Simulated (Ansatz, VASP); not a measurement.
KCl in VASP and in Ansatz

File POSCAR:

```
KCl
1.0
    0.0000000000      3.0298560000      3.2823440000
    3.0298560000      0.0000000000      3.2823440000
    3.0298560000      3.0298560000      0.0000000000
K Cl
1 1
Direct
    0.0000000000      0.0000000000      0.0000000000
    0.5000000000      0.5000000000      0.5000000000
```

File INCAR.step1:

```
SYSTEM = KCl
ALGO = Normal
EDIFF = 1E-5
ENCUT = 550
GGA = PE
GGA_COMPAT = .False.
ISMEAR = 0
LASPH = .True.
LCHARG = .False.
LREAL = .False.
LWAVE = .True.
NBANDS = 15
NELM = 120
PREC = Accurate
SIGMA = 0.05
```

Contents of INCAR.step2:

```
SYSTEM = KCl
ALGO = Normal
EDIFF = 1E-6
ENCUT = 550
GGA_COMPAT = .False.
ISIF = 2
ISMEAR = 0
ISTART = 1
LASPH = .True.
LCHARG = .True.
LELF = .True.
LMIXTAU = .True.
LREAL = .False.
LVHAR = .True.
LWAVE = .False.
METAGGA = R2SCAN
NBANDS = 15
NELM = 120
PREC = Accurate
SIGMA = 0.05
```

File KPOINTS:

```
k-points
0
Gamma
  6 6 6
  0 0 0
```

Input for Ansatz:

```yaml
crystal:
  lattice:
    - [0.0, 3.029856, 3.282344]
    - [3.029856, 0.0, 3.282344]
    - [3.029856, 3.029856, 0.0]
  atoms:
    - { symbol: K, position: [0.0, 0.0, 0.0] }
    - { symbol: Cl, position: [0.5, 0.5, 0.5] }
basis:
  ecutwfc: 500
kpoints:
  mp_grid: { grid: [6, 6, 6] }
hamiltonian:
  xc: r2scan
scf:
  occupations: { method: gaussian, width: 0.05 }
output:
  forces: true
  stress: true
  eigenvalues: true
```

Change from the starting cell: strain -0.040 along x and y, +0.040 along z, atoms carried along.

Alike in both runs: task single point; functional r2SCAN; k mesh 6 × 6 × 6; occupations gaussian, width 0.05 eV; no spin polarisation.

|  | VASP | Ansatz |
| --- | --- | --- |
| version | VASP 6.6.1 | Ansatz 0.2.0 |
| potentials or method | VASP PAW PBE potentials, release 64 (K_sv, Cl), cutoff 550 eV | scalar-relativistic, plane waves, PAW |
| valence electrons in the cell | 16 | 16 |

```csv
,VASP,Ansatz,Ansatz less VASP
gap on the k mesh at the Fermi level (eV),5.89,5.89,-0.004
least direct gap on the mesh (eV),5.89,5.89,-0.004
pressure (GPa),1.1,1.1,-0.02
"traceless stress, the component that is largest in VASP (GPa)",-2.27,-2.24,+0.030
```

VASP's potentials were made for PBE, not for r2SCAN. The functional is the same, so the differences come from potentials, cutoffs and numerics.
